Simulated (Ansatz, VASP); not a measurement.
**Two plane-wave programs on Pt**

The input INCAR:

```
PREC = Accurate ; ENCUT = 500
EDIFF = 1E-6 ; ISMEAR = -1
SIGMA = 0.05 ; LREAL = False
LASPH = True ; NELM = 120
ALGO = Normal ; ISIF = 2
LWAVE = False ; LCHARG = False
GGA = CA ; NBANDS = 25
GGA_COMPAT = False
```

KPOINTS

```
Automatic mesh
0
Gamma
  11 11 6
```

File POSCAR:

```
Pt
1.0
    2.7421371004      0.0000000000      0.0000000000
   -1.3710685502      2.3747603895      0.0000000000
    0.0000000000      0.0000000000      4.7599710578
Pt
2
Direct
    0.3333333333      0.6666666667      0.2500000000
    0.6666666667      0.3333333333      0.7500000000
```

Contents of input.yaml:

```yaml
crystal:
  lattice:
    - [2.7421371004, 0.0, 0.0]
    - [-1.3710685502, 2.3747603895, 0.0]
    - [0.0, 0.0, 4.7599710578]
  atoms:
    - { symbol: Pt, position: [0.3333333333, 0.6666666667, 0.25] }
    - { symbol: Pt, position: [0.6666666667, 0.3333333333, 0.75] }
hamiltonian:
  xc: lda
  pseudopotentials: { kind: paw }
kpoints:
  mp_grid: { grid: [11, 11, 6] }
scf:
  occupations: { method: fermi_dirac, width: 0.05 }
output:
  forces: true
  stress: true
  eigenvalues: true
  write_density: true
  write_potential: true
  elf: true
  volumetric_format: npy
```

Alike in both runs: task single point; functional LDA; k mesh 11 × 11 × 6; occupations fermi-dirac, width 0.05 eV; no spin polarisation.

|  | VASP | Ansatz |
| --- | --- | --- |
| version | VASP 6.6.1 | Ansatz 0.2.0 |
| potentials or method | VASP PAW LDA potentials, release 64 (Pt_sv_GW) | Ansatz PAW |
| plane-wave cutoff (eV) | 500 | 420 |
| valence electrons in the cell | 36 | 36 |

```csv
,VASP,Ansatz,Ansatz less VASP
gap on the k mesh at the Fermi level (eV),none,none,-
pressure (GPa),-13.5,-11.1,+2.44
"traceless stress, the component that is largest in VASP (GPa)",-1.00,-0.79,+0.206
```

LDA's correlation is that of Perdew and Zunger in VASP and of Perdew and Wang (1992) in Ansatz. A gap of «none» marks a metal or a gap that the smearing closes.

Spin-orbit coupling is off throughout.
